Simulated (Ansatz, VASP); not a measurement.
# BN: VASP beside Ansatz

INCAR

```
PREC = Accurate ; ENCUT = 520
EDIFF = 1E-7 ; ISMEAR = 1
SIGMA = 0.05 ; LREAL = False
LASPH = True ; NELM = 100
ALGO = Normal ; ISIF = 2
LWAVE = False ; LCHARG = False
GGA = PE ; IVDW = 12
NBANDS = 16
```

File KPOINTS:

```
regular mesh
0
Gamma
  12 12 4
```

POSCAR

```
BN
1.0
    2.3306848890      0.0000000000      0.0000000000
   -1.1653424445      2.1703573356      0.0000000000
    0.0000000000      0.0000000000      6.5923998870
B N
2 2
Direct
   -0.1383014547      0.0000000000      0.5000000000
    0.4718745842      0.6666666667      0.0000000000
    0.1378735981      0.0000000000      0.0000000000
    0.5286080042      0.3333333333      0.5000000000
```

Input for Ansatz:

```yaml
crystal:
  lattice:
    - [2.330684889, 0.0, 0.0]
    - [-1.1653424445, 2.1703573356, 0.0]
    - [0.0, 0.0, 6.592399887]
  atoms:
    - { symbol: B, position: [-0.1383014547, 0.0, 0.5] }
    - { symbol: B, position: [0.4718745842, 0.6666666667, 0.0] }
    - { symbol: "N", position: [0.1378735981, 0.0, 0.0] }
    - { symbol: "N", position: [0.5286080042, 0.3333333333, 0.5] }
basis:
  ecutwfc: 520.0
kpoints:
  mp_grid: { grid: [12, 12, 4] }
hamiltonian:
  xc: pbe
  dispersion: d3bj
scf:
  occupations: { method: methfessel_paxton, width: 0.05 }
output:
  forces: true
  stress: true
  eigenvalues: true
```

Change from the starting cell: mode 4 frozen in at -0.347 Å, normal strain along x -0.0700.

Alike in both runs: task single point; functional PBE; dispersion D3(BJ); k mesh 12 × 12 × 4; occupations methfessel-paxton of order 1, width 0.05 eV; no spin polarisation.

|  | VASP | Ansatz |
| --- | --- | --- |
| version | VASP 6.6.1 | Ansatz 0.2.0 |
| potentials or method | VASP PAW PBE potentials, release 64 (B, N), cutoff 520 eV | scalar-relativistic, plane waves, PAW |
| valence electrons in the cell | 16 | 16 |

Ansatz gave:

| Quantity | Value |
| --- | --- |
| gap on the k mesh at the Fermi level (eV) | 3.79 |
| least direct gap on the mesh (eV) | 4.15 |
| pressure (GPa) | 32.4 |
| traceless stress, the component that is largest in VASP (GPa) | 48.69 |
| rms of the force components (eV/Å) | 0.805 |

**Question.** Which values does VASP return?

**Answer.** gap on the k mesh at the Fermi level (eV): 3.78; least direct gap on the mesh (eV): 4.14; pressure (GPa): 32.4; traceless stress, the component that is largest in VASP (GPa): 48.92; rms of the force components (eV/Å): 0.806.

Atom by atom the forces differ by 0.001 eV/Å (rms over components). Both programs put the cell under a high pressure, so it lies far from rest at this level.
